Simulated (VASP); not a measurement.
A run of VASP 6.6.1 is set up as follows.

Contents of POSCAR:

```
B
1.0
    2.8205211326      0.0000000000      0.0000000000
   -1.4102605663      2.4426429528      0.0000000000
    0.0000000000      0.0000000000      2.7972999477
B
3
Direct
    0.0000000000      0.0000000000      0.0000000000
    0.3333333333      0.6666666667      0.5000000000
    0.6666666667      0.3333333333      0.5000000000
```

File INCAR.step1:

```
SYSTEM = B
ALGO = Normal
EDIFF = 1E-4
ENCUT = 520
GGA = PE
ISMEAR = -1
LASPH = .True.
LCHARG = .False.
LREAL = .False.
LWAVE = .True.
NBANDS = 12
NELM = 100
PREC = Accurate
SIGMA = 0.1
```

File INCAR.step2:

```
SYSTEM = B
ALGO = Normal
EDIFF = 1E-6
ENCUT = 520
ISIF = 2
ISMEAR = -1
ISTART = 1
LASPH = .True.
LCHARG = .True.
LELF = .True.
LMIXTAU = .True.
LREAL = .False.
LVHAR = .True.
LWAVE = .False.
METAGGA = R2SCAN
NBANDS = 12
NELM = 100
PREC = Accurate
SIGMA = 0.1
```

The input KPOINTS:

```
k-points
0
Gamma
  14 14 12
  0 0 0
```

Potentials or basis: VASP PAW PBE potentials, release 64 (B).

Launch:

```console
$ cat potpaw_PBE.64/B/POTCAR > POTCAR
$ cp INCAR.step1 INCAR
$ mpirun -np 1 vasp_std > vasp.out
$ cp INCAR.step2 INCAR
$ mpirun -np 1 vasp_std > vasp.out
```

Q: Predict the pressure.

A: 10.2 GPa.

Stress tensor (GPa, compression positive):
```
12.53  0.00  0.00
 0.00 12.53  0.00
 0.00  0.00  5.46
```

Caveat: the PAW data sets were made with another functional, which shifts forces and pressure a little.
